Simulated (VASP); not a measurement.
Si2W3, 10 atoms in the cell. Symmetry: P4/m, No. 83, tetragonal system. The conventional cell has a = 6.630 Å, b = 6.630 Å, c = 3.312 Å, α = 90.00°, β = 90.00°, γ = 90.00°. Si (site symmetry m) has 8 W at 2.44 to 2.72 Å and 5 Si at 2.54 to 3.46 Å within 3.5 Å. W (site symmetry 4/m) has 4 Si at 2.44 Å and 10 W at 3.23 to 3.31 Å within 3.4 Å. Within 3.6 Å of W (site symmetry 4/m) lie 4 Si at 2.72 Å and 10 W at 2.76 to 3.31 Å. Within 3.4 Å of W (site symmetry m) lie 6 Si at 2.53 to 2.64 Å and 9 W at 2.76 to 3.31 Å.  This cell differs from its parent crystal: atoms displaced along a vibrational mode.

- Program: VASP 6.6.1
- Task: single point
- Functional: PBE
- Potentials or basis: VASP PAW PBE potentials, release 64 (Si, W_sv)
- Cutoff: 520 eV
- k mesh: 6 × 6 × 12
- Occupations: gaussian, width 0.15 eV
- Spin: no spin polarisation
- Dipole correction: no
- Further INCAR settings: ALGO = Fast; EDIFF = 1e-07; NBANDS = 61

Potentials or basis: VASP PAW PBE potentials, release 64 (Si, W_sv).

Command:

```bash
$ cat potpaw_PBE.64/Si/POTCAR potpaw_PBE.64/W_sv/POTCAR > POTCAR
$ mpirun -np 1 vasp_std > vasp.out
```

Hardware: 1 thread of Intel(R) Xeon(R) 6975P-C (Granite Rapids), with other jobs on the host.

How long does it take, and how much memory?

Run time: 9.1 min on 1 thread of Intel(R) Xeon(R) 6975P-C (Granite Rapids), on a shared host, peak memory 0.57 GiB. Counts: scf iterations 19, k points 77.
